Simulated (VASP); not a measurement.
# Cd (I4_1/amd) in VASP: a series of runs

The runs below take Cd through single point, with LDA.

Program: VASP 6.6.1. These are calculated values, not measurements. Logs are shortened: lines on timing, memory, paths and dates and some standing lists are left out, and cuts for length are marked.

## Step 1: The cell of the first run

It takes space group I4_1/amd (No. 141, tetragonal). Conventional cell: a = 5.084 Å, b = 5.084 Å, c = 2.589 Å, α = 90.00°, β = 90.00°, γ = 90.00°. Within 3.4 Å of Cd (site symmetry -4m2) lie 10 Cd at 2.59 to 3.20 Å.

## Step 2: Single point, LDA

Contents of INCAR:

```
SYSTEM = Cd
PREC = Accurate
ENCUT = 520
EDIFF = 1E-6
ISMEAR = -1
SIGMA = 0.08
LREAL = .FALSE.
LASPH = .TRUE.
NELM = 60
ALGO = Normal
ISIF = 2
LWAVE = .FALSE.
LCHARG = .TRUE.
LELF = .TRUE.
LVHAR = .TRUE.
NBANDS = 19
```

Contents of KPOINTS:

```
regular mesh
0
G
  16 16 16
  0 0 0
```

Contents of POSCAR:

```
Cd
1.0
   -2.5421801400      2.5421801400      1.2943397789
    2.5421801400     -2.5421801400      1.2943397789
    2.5421801400      2.5421801400     -1.2943397789
Cd
2
Direct
   -0.3750000000     -0.1250000000     -0.2500000000
    0.3750000000      0.1250000000      0.2500000000
```

Potentials or basis: VASP PAW LDA potentials, release 64 (Cd).

Launch:

```
> cat potpaw_LDA.64/Cd/POTCAR > POTCAR
> mpirun -np 1 vasp_std > vasp.out
```

OUTCAR:

```text
SYSTEM = Cd
   PREC = Accurate
   ENCUT = 520
   EDIFF = 1E-6
   ISMEAR = -1
   LREAL = .FALSE.
   LASPH = .TRUE.
   NELM = 60
   ISIF = 2

 ion  position               nearest neighbor table
   1  0.625  0.875  0.750-   2 2.62   2 2.62   2 2.62   2 2.62   2 3.20   2 3.20   2 3.20   2 3.20

   2  0.375  0.125  0.250-   1 2.62   1 2.62   1 2.62   1 2.62   1 3.20   1 3.20   1 3.20   1 3.20

  LATTYP: Found a body centered tetragonal cell.
 ALAT       =     5.0843602800
 C/A-ratio  =     0.5091455788

  Lattice vectors:

 A1 = (  -2.5421801400,   2.5421801400,   1.2943397789)
 A2 = (   2.5421801400,  -2.5421801400,   1.2943397789)
 A3 = (   2.5421801400,   2.5421801400,  -1.2943397789)

Analysis of symmetry for initial positions (statically):
=====================================================================
 Subroutine PRICEL returns:
 Original cell was already a primitive cell.

 Routine SETGRP: Setting up the symmetry group for a
 body centered tetragonal supercell.

 Subroutine GETGRP returns: Found 16 space group operations
 (whereof  4 operations were pure point group operations)
 out of a pool of 16 trial point group operations.

The static configuration has the point symmetry C_2h.
 The point group associated with its full space group is D_4h.

Analysis of symmetry for dynamics (positions and initial velocities):
=====================================================================
 Subroutine PRICEL returns:
 Original cell was already a primitive cell.

 Routine SETGRP: Setting up the symmetry group for a
 body centered tetragonal supercell.

 Subroutine GETGRP returns: Found 16 space group operations
 (whereof  4 operations were pure point group operations)
 out of a pool of 16 trial point group operations.

The dynamic configuration has the point symmetry C_2h.
 The point group associated with its full space group is D_4h.

 Subroutine INISYM returns: Found 16 space group operations
 (whereof  4 operations are pure point group operations),
 and found     1 'primitive' translations

----------------------------------------------------------------------------------------

                                     Primitive cell

  volume of cell :      33.4596

  direct lattice vectors                    reciprocal lattice vectors
    -2.542180140  2.542180140  1.294339779     0.000000000  0.196681577  0.386297329
     2.542180140 -2.542180140  1.294339779     0.196681577  0.000000000  0.386297329
     2.542180140  2.542180140 -1.294339779     0.196681577  0.196681577  0.000000000

  length of vectors
     3.821082987  3.821082987  3.821082987     0.433485028  0.433485028  0.278149754

  position of ions in fractional coordinates (direct lattice)
     0.625000000  0.875000000  0.750000000
     0.375000000  0.125000000  0.250000000

  ion indices of the primitive-cell ions
   primitive index   ion index
                 1           1
                 2           2

----------------------------------------------------------------------------------------

 KPOINTS: regular mesh

Automatic generation of k-mesh.
 Grid dimensions read from file:
 generate k-points for:   16   16   16

 Generating k-lattice:

  Cartesian coordinates                     Fractional coordinates (reciprocal lattice)
     0.000000000  0.012292599  0.024143583     0.062500000  0.000000000  0.000000000
     0.012292599  0.000000000  0.024143583     0.000000000  0.062500000  0.000000000
     0.012292599  0.012292599  0.000000000     0.000000000  0.000000000  0.062500000

  Length of vectors
     0.027092814  0.027092814  0.017384360

  Shift w.r.t. Gamma in fractional coordinates (k-lattice)
     0.000000000  0.000000000  0.000000000

 Subroutine IBZKPT returns following result:
 ===========================================

 Found    349 irreducible k-points:

 Following reciprocal coordinates:
            Coordinates               Weight
  0.000000  0.000000  0.000000      1.000000
  0.062500 -0.000000  0.000000      8.000000
  0.125000 -0.000000  0.000000      8.000000
  0.187500 -0.000000  0.000000      8.000000
  0.250000 -0.000000  0.000000      8.000000
  0.312500 -0.000000  0.000000      8.000000
[... 16 lines left out ...]
 -0.125000  0.062500 -0.000000     16.000000
 -0.062500  0.062500  0.000000      4.000000
 [... further k-points ...]
   k-points           NKPTS =    349   k-points in BZ     NKDIM =    349   number of bands    NBANDS=     19
   number of dos      NEDOS =    301   number of ions     NIONS =      2
   total plane-waves  NPLWV =  21952
   dimension x,y,z NGX =    28 NGY =   28 NGZ =   28
   dimension x,y,z NGXF=    56 NGYF=   56 NGZF=   56
   ions per type =               2
   NGX,Y,Z   is equivalent  to a cutoff of  12.18, 12.18, 12.18 a.u.
   NGXF,Y,Z  is equivalent  to a cutoff of  24.36, 24.36, 24.36 a.u.
 SYSTEM =  Cd
   PREC   = accura    normal or accurate (medium, high low for compatibility)
   ISTART =      0    job   : 0-new  1-cont  2-samecut
   ICHARG =      2    charge: 1-file 2-atom 10-const
   ISPIN  =      1    spin polarized calculation?
   LNONCOLLINEAR =      F non collinear calculations
   LSORBIT =      F    spin-orbit coupling
   LASPH  =      T    aspherical Exc in radial PAW
   ENCUT  =  520.0 eV  38.22 Ry    6.18 a.u.   7.10  7.10  7.10*2*pi/ulx,y,z
   NELM   =     60;   NELMIN=  2; NELMDL= -5     # of ELM steps
   EDIFF  = 0.1E-05   stopping-criterion for ELM
   LREAL  =      F    real-space projection
   EDIFFG = 0.1E-04   stopping-criterion for IOM
   NSW    =      0    number of steps for IOM
   IBRION =     -1    ionic relax: 0-MD 1-quasi-New 2-CG
   NFREE  =      0    steps in history (QN), initial steepest desc. (CG)
   ISIF   =      2    stress and relaxation
   ISYM   =      2    0-nonsym 1-usesym 2-fastsym
   POTIM  = 0.5000    time-step for ionic-motion
   TEBEG  =    0.0;   TEEND  =   0.0 temperature during run
   PSTRESS=    0.0 pullay stress
   NELECT =      24.0000    total number of electrons
   NUPDOWN=      -1.0000    fix difference up-down
   EMIN   =  10.00;   EMAX   =-10.00  energy-range for DOS
   EFERMI =   0.00;   METHOD = LEGACY
   ISMEAR =    -1;   SIGMA  =   0.08  broadening in eV -4-tet -1-fermi 0-gaus
   EFERMI_NEDOS =   21; number of points for ismear=-14 and -15
   IALGO  =     38    algorithm
   IMIX   =      4    mixing-type and parameters
     AMIX     =   0.40;   BMIX     =  1.00
     AMIX_MAG =   1.60;   BMIX_MAG =  1.00
  volume/ion in A,a.u.               =      16.73       112.90
  Fermi-wavevector in a.u.,A,eV,Ry     =   1.465452  2.769303 29.219186  2.147550
  Thomas-Fermi vector in A             =   2.581307
   LORBIT       =      0    0 simple, 1 ext, 2 COOP (PROOUT), +10 PAW based schemes
   GGA     = CA    functional components
   LHFCALC =     F    Hartree Fock is set to
   AEXX    =    0.0000 exact exchange contribution
   IVDW    =     0    specifies the selected vdW correction
   LEPSILON=     F    determine dielectric tensor
   LRPA    =     F    only Hartree local field effects (RPA)
 non-spin polarized calculation
  energy-cutoff  :      520.00
  volume of cell :       33.46
 maximum number of plane-waves:       928
   NGX = 15   NGY = 15   NGZ = 15

 number of electron      23.9999989 magnetization

 Free energy of the ion-electron system (eV)
  ---------------------------------------------------
  ext. energy  EPLUGINS =         0.00000000
  ---------------------------------------------------
  free energy    TOTEN  =        -1.75710282 eV

  energy without entropy =       -1.74230081  energy(sigma->0) =       -1.74970181

 E-fermi :   5.0207     XC(G=0): -12.7386

 val. band max:        5.0142126178   @ k =   0.2500   0.2500   0.0625
 cond. band min:       5.0319155941   @ k =  -0.0625   0.1875   0.0625
 fundamental gap:      0.0177029763
 Fermi energy:         5.0206587972

 k-point     1 :       0.0000    0.0000    0.0000
  band No.  band energies     occupation
      1      -6.5142      2.00000
      2      -6.4765      2.00000
      3      -6.3603      2.00000
      4      -6.3373      2.00000
      5      -6.0464      2.00000
      6      -4.1806      2.00000
[... 11 lines left out ...]
     18      22.5657      0.00000
     19      23.6304      0.00000

 k-point     2 :       0.0625   -0.0000    0.0000
  band No.  band energies     occupation
      1      -6.5087      2.00000
      2      -6.4381      2.00000
      3      -6.2342      2.00000
      4      -6.2227      2.00000
      5      -5.9777      2.00000
      6      -4.3335      2.00000
[... 11 lines left out ...]
     18      21.5202      0.00000
     19      22.0348      0.00000

 k-point     3 :       0.1250   -0.0000    0.0000
  band No.  band energies     occupation
      1      -6.4571      2.00000
      2      -6.3283      2.00000
      3      -5.9831      2.00000
      4      -5.9330      2.00000
      5      -5.6712      2.00000
      6      -4.6047      2.00000
[... 11 lines left out ...]
     18      18.7380      0.00000
     19      19.9763      0.00000

 k-point     4 :       0.1875   -0.0000    0.0000
  band No.  band energies     occupation
      1      -6.3612      2.00000
      2      -6.1659      2.00000
      3      -5.8103      2.00000
      4      -5.5336      2.00000
      5      -5.0789      2.00000
      6      -4.9319      2.00000
[... 11 lines left out ...]
     18      17.9666      0.00000
     19      18.1857      0.00000

 k-point     5 :       0.2500   -0.0000    0.0000
  band No.  band energies     occupation
      1      -6.2545      2.00000
      2      -5.9990      2.00000
      3      -5.7710      2.00000
      4      -5.2327      2.00000
      5      -5.1868      2.00000
      6      -4.8572      2.00000
[... 11 lines left out ...]
     18      16.2771      0.00000
     19      16.2965      0.00000

 k-point     6 :       0.3125   -0.0000    0.0000
  band No.  band energies     occupation
      1      -6.2007      2.00000
      2      -5.9609      2.00000
      3      -5.8065      2.00000
      4      -5.3506      2.00000
      5      -5.3357      2.00000
      6      -4.7293      2.00000
[... 11 lines left out ...]
     18      15.5498      0.00000
     19      15.6288      0.00000

 k-point     7 :       0.3750   -0.0000    0.0000
  band No.  band energies     occupation
      1      -6.2371      2.00000
      2      -6.0987      2.00000
      3      -5.7691      2.00000
      4      -5.6146      2.00000
      5      -5.2337      2.00000
      6      -4.8873      2.00000
[... 11 lines left out ...]
     18      16.9989      0.00000
     19      17.2451      0.00000

 k-point     8 :       0.4375    0.0000    0.0000
  band No.  band energies     occupation
      1      -6.2774      2.00000
      2      -6.2317      2.00000
      3      -5.8392      2.00000
      4      -5.6966      2.00000
      5      -5.0813      2.00000
      6      -4.9904      2.00000
[... 256 lines left out ...]
 k-point    20 :      -0.3125    0.0625   -0.0000
  band No.  band energies     occupation
      1      -6.2081      2.00000
      2      -5.9319      2.00000
      3      -5.7962      2.00000
      4      -5.3107      2.00000
      5      -5.1441      2.00000
      6      -4.8325      2.00000
[... 11 lines left out ...]
     18      15.9107      0.00000
     19      17.1134      0.00000

 k-point    21 :      -0.2500    0.0625    0.0000
  band No.  band energies     occupation
      1      -6.3088      2.00000
      2      -6.0880      2.00000
      3      -5.8276      2.00000
      4      -5.5710      2.00000
      5      -5.0557      2.00000
      6      -4.8811      2.00000
[... 11 lines left out ...]
     18      17.5776      0.00000
     19      18.6448      0.00000

 k-point    22 :      -0.1875    0.0625   -0.0000
  band No.  band energies     occupation
      1      -6.4110      2.00000
      2      -6.2596      2.00000
      3      -6.0039      2.00000
      4      -5.9495      2.00000
      5      -5.5447      2.00000
      6      -4.5810      2.00000
[... 11 lines left out ...]
     18      18.2590      0.00000
     19      19.5293      0.00000

 k-point    23 :      -0.1250    0.0625   -0.0000
  band No.  band energies     occupation
      1      -6.4753      2.00000
      2      -6.3885      2.00000
      3      -6.2399      2.00000
      4      -6.2288      2.00000
      5      -5.8814      2.00000
      6      -4.3237      2.00000
[... 11 lines left out ...]
     18      20.9126      0.00000
     19      21.5515      0.00000

 k-point    24 :      -0.0625    0.0625    0.0000
  band No.  band energies     occupation
      1      -6.4956      2.00000
      2      -6.4510      2.00000
      3      -6.3550      2.00000
      4      -6.3418      2.00000
      5      -6.0032      2.00000
      6      -4.1892      2.00000
[... 11 lines left out ...]
     18      22.7403      0.00000
     19      23.0792      0.00000

 [... further k-points ...]

------------------------ aborting loop because EDIFF is reached ----------------------------------------

  FORCE on cell =-STRESS in cart. coord.  units (eV):
  Direction    XX          YY          ZZ          XY          YZ          ZX
  --------------------------------------------------------------------------------------
  -------------------------------------------------------------------------------------
  Total        7.7430224      7.7430224      7.8342446     -0.0000000      0.0000000      0.0000000
  in kB      370.7662231    370.7662231    375.1342991     -0.0000000      0.0000000      0.0000000
  external PRESSURE =     372.2222484 kB  Pullay stress =       0.0000000 kB

 VOLUME and BASIS-vectors are now :
 -----------------------------------------------------------------------------
  energy-cutoff  :      520.00
  volume of cell :       33.46
      direct lattice vectors                 reciprocal lattice vectors
    -2.542180140  2.542180140  1.294339779     0.000000000  0.196681577  0.386297329
     2.542180140 -2.542180140  1.294339779     0.196681577  0.000000000  0.386297329
     2.542180140  2.542180140 -1.294339779     0.196681577  0.196681577  0.000000000

 POSITION                                       TOTAL-FORCE (eV/Angst)
 -----------------------------------------------------------------------------------
      2.54218      1.27109      0.97075        -0.000000     -0.000000     -0.000000
      0.00000      1.27109      0.32358         0.000000      0.000000      0.000000
 -----------------------------------------------------------------------------------
    total drift:                                0.000000      0.000000     -0.000000

  FREE ENERGIE OF THE ION-ELECTRON SYSTEM (eV)
  ---------------------------------------------------
  free  energy   TOTEN  =        -1.7571028198 eV

  energy  without entropy=       -1.7423008059  energy(sigma->0) =       -1.74970181
```

Wall time 3.2 min (1 thread of Intel Xeon 8259CL, shared host); peak memory 0.28 GiB.

What came out:

```
Free energy            : -1.7571 eV
Pressure               : 37.2 GPa
Band gap on the k mesh : zero (bands 12 and 13 overlap by 6.89 eV)
```

Levels at points of the mesh, in eV from the Fermi level:
| k point | band 9 | band 10 | band 11 | band 12 | band 13 | band 14 | band 15 | band 16 |
| --- | --- | --- | --- | --- | --- | --- | --- | --- |
| (0.00, 0.00, 0.00) | -9.17 | -8.75 | -8.17 | 0.72 | 0.72 | 4.93 | 6.97 | 12.71 |
| (0.50, 0.00, 0.00) | -8.72 | -8.36 | -3.01 | -0.94 | 2.23 | 3.23 | 5.59 | 7.31 |
| (0.50, 0.50, 0.00) | -8.93 | -8.93 | -7.23 | -7.23 | 5.63 | 5.63 | 7.58 | 7.58 |
| (0.50, 0.50, 0.50) | -9.11 | -9.11 | -4.34 | -4.34 | -2.38 | -2.38 | 14.31 | 14.31 |

Caveat: the cell stands under pressure.

## Step 3: Single point, LDA

Contents of INCAR:

```
SYSTEM = Cd
PREC = Accurate ; ENCUT = 520
EDIFF = 1E-7 ; ISMEAR = -1
SIGMA = 0.08 ; LREAL = .FALSE.
LASPH = .TRUE. ; NELM = 100
ALGO = Normal ; ISIF = 2
LWAVE = .FALSE. ; LCHARG = .TRUE.
LELF = .TRUE. ; LVHAR = .TRUE.
NBANDS = 19
```

Contents of KPOINTS:

```
Automatic mesh
0
G
  16 16 16
  0 0 0
```

Contents of POSCAR:

```
Cd
1.0
   -2.5425563487      2.5425563487      1.2945026227
    2.5425563487     -2.5425563487      1.2945026227
    2.5425563487      2.5425563487     -1.2945026227
Cd
2
Direct
   -0.3750000000     -0.1250000000     -0.2500000000
    0.3750000000      0.1250000000      0.2500000000
```

Potentials or basis: VASP PAW LDA potentials, release 64 (Cd).

Launch:

```
> cat potpaw_LDA.64/Cd/POTCAR > POTCAR
> mpirun -np 1 vasp_std > vasp.out
```

OUTCAR:

```text
SYSTEM = Cd
   PREC = Accurate
   ENCUT = 520
   EDIFF = 1E-7
   ISMEAR = -1
   LREAL = .FALSE.
   LASPH = .TRUE.
   NELM = 100
   ISIF = 2

 ion  position               nearest neighbor table
   1  0.625  0.875  0.750-   2 2.62   2 2.62   2 2.62   2 2.62   2 3.20   2 3.20   2 3.20   2 3.20

   2  0.375  0.125  0.250-   1 2.62   1 2.62   1 2.62   1 2.62   1 3.20   1 3.20   1 3.20   1 3.20

  LATTYP: Found a body centered tetragonal cell.
 ALAT       =     5.0851126974
 C/A-ratio  =     0.5091342905

  Lattice vectors:

 A1 = (  -2.5425563487,   2.5425563487,   1.2945026227)
 A2 = (   2.5425563487,  -2.5425563487,   1.2945026227)
[... 709 lines left out ...]
     18      22.7317      0.00000
     19      23.0708      0.00000

 [... further k-points ...]
[... 5 lines left out ...]
  --------------------------------------------------------------------------------------
  -------------------------------------------------------------------------------------
  Total        7.7266787      7.7266787      7.8178904      0.0000000      0.0000000      0.0000000
  in kB      369.8276147    369.8276147    374.1933481      0.0000000      0.0000000      0.0000000
  external PRESSURE =     371.2828592 kB  Pullay stress =       0.0000000 kB

 VOLUME and BASIS-vectors are now :
 -----------------------------------------------------------------------------
  energy-cutoff  :      520.00
  volume of cell :       33.47
      direct lattice vectors                 reciprocal lattice vectors
    -2.542556349  2.542556349  1.294502623     0.000000000  0.196652475  0.386248735
     2.542556349 -2.542556349  1.294502623     0.196652475  0.000000000  0.386248735
     2.542556349  2.542556349 -1.294502623     0.196652475  0.196652475  0.000000000

 POSITION                                       TOTAL-FORCE (eV/Angst)
 -----------------------------------------------------------------------------------
      2.54256      1.27128      0.97088        -0.000000      0.000000      0.000000
      0.00000      1.27128      0.32363         0.000000     -0.000000     -0.000000
 -----------------------------------------------------------------------------------
    total drift:                                0.000000      0.000000     -0.000000

  FREE ENERGIE OF THE ION-ELECTRON SYSTEM (eV)
  ---------------------------------------------------
  free  energy   TOTEN  =        -1.7603776510 eV

  energy  without entropy=       -1.7455730893  energy(sigma->0) =       -1.75297537
```

It took 3.7 min on 1 thread of Intel Xeon 8259CL, shared host; peak memory 0.28 GiB.

Results:

```
Free energy            : -1.7604 eV
Pressure               : 37.1 GPa
Band gap on the k mesh : zero (bands 12 and 13 overlap by 6.89 eV)
```

Caveat: the cell stands under pressure.
